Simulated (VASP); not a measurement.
Write the native input for VASP 6.6.1 that does the following.

```
Task                   : single point
Functional             : BLYP
Potentials or basis    : VASP PAW PBE potentials, release 64 (Ta_pv)
Cutoff                 : 520 eV
k mesh                 : 14 × 14 × 13
Occupations            : fermi-dirac, width 0.1 eV
Spin                   : no spin polarisation
Dipole correction      : no
Further INCAR settings : ALGO = Normal; EDIFF = 1e-06; NBANDS = 18
```

The structure of Ta lies in POSCAR:

```
Ta
1.0
   -3.6566299134      3.6572861789      1.4996159138
    3.6572861789     -3.6566299134      1.4996159138
    1.8977610533      1.8977610533     -1.4984139622
Ta
2
Direct
    0.9999515128      0.0000484872      1.0000000000
    0.7500484872      0.2499515128      0.5000000000
```

This cell differs from its parent crystal: volume scaled by 1.08.

These files were run (other wordings do the same):

INCAR

```
SYSTEM = Ta
AGGAC = 1.0
AGGAX = 1.0
ALDAC = 0.0
ALDAX = 1.0
ALGO = Normal
EDIFF = 1E-6
ENCUT = 520
GGA = B5
ISIF = 2
ISMEAR = -1
LASPH = .TRUE.
LCHARG = .FALSE.
LREAL = .FALSE.
LWAVE = .FALSE.
NBANDS = 18
NELM = 60
PREC = Accurate
SIGMA = 0.1
```

KPOINTS

```
k-points
0
G
  14 14 13
  0 0 0
```

Potentials or basis: VASP PAW PBE potentials, release 64 (Ta_pv).

Launch:

```bash
$ cat potpaw_PBE.64/Ta_pv/POTCAR > POTCAR
$ mpirun -np 1 vasp_std > vasp.out
```

It gave:

```json
{
  "Pressure": "-11.0 GPa",
  "Largest force": "0.004 eV/Å",
  "Band gap on the k mesh": "zero (band 11 reaches 6.48 eV, above the bottom of band 12 at 4.35 eV)"
}
```

Caveat: the PAW data sets were made with another functional, which shifts forces and pressure a little; spin-orbit coupling is left out, which moves the levels of the heavy elements.

It took 5.4 min on 1 thread of Intel(R) Xeon(R) Platinum 8488C (Sapphire Rapids), with other jobs on the host, peak memory 0.52 GiB.
